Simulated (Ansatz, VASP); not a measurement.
# BeCd3 in VASP and in Ansatz

```xyz
4
Lattice="-2.1291 2.1291 4.2181 2.1291 -2.1291 4.2181 2.1291 2.1291 -4.2181" Properties=species:S:1:pos:R:3 pbc="T T T"
Be    0.0000    0.0000    0.0000
Cd    0.0000    0.0000    4.2181
Cd    2.1291    0.0000    2.1091
Cd    0.0000    2.1291    2.1091
```

Alike in both runs: functional PBE; k mesh 16 × 16 × 16; occupations gaussian, width 0.1 eV; no spin polarisation.

Ansatz relaxed the structure, and its values are those at the end. VASP's run is a single point on that final structure, the one shown.

|  | VASP | Ansatz |
| --- | --- | --- |
| version | VASP 6.6.1 | Ansatz 0.2.0 |
| potentials or method | VASP PAW PBE potentials, release 64 (Be, Cd), cutoff 520 eV | scalar-relativistic, plane waves, PAW |
| valence electrons in the cell | 38 | 62 |

Ansatz gave:

| Property | Result |
| --- | --- |
| gap on the k mesh at the Fermi level (eV) | none |
| pressure (GPa) | 0.0 |

Question: What did VASP give for the same quantities?

Answer: gap on the k mesh at the Fermi level (eV): none; pressure (GPa): 0.3.

A gap of «none» marks a metal or a gap that the smearing closes. VASP's potentials hold 38 valence electrons a cell and Ansatz's 62, so a difference there can come from the potentials and not from the codes.
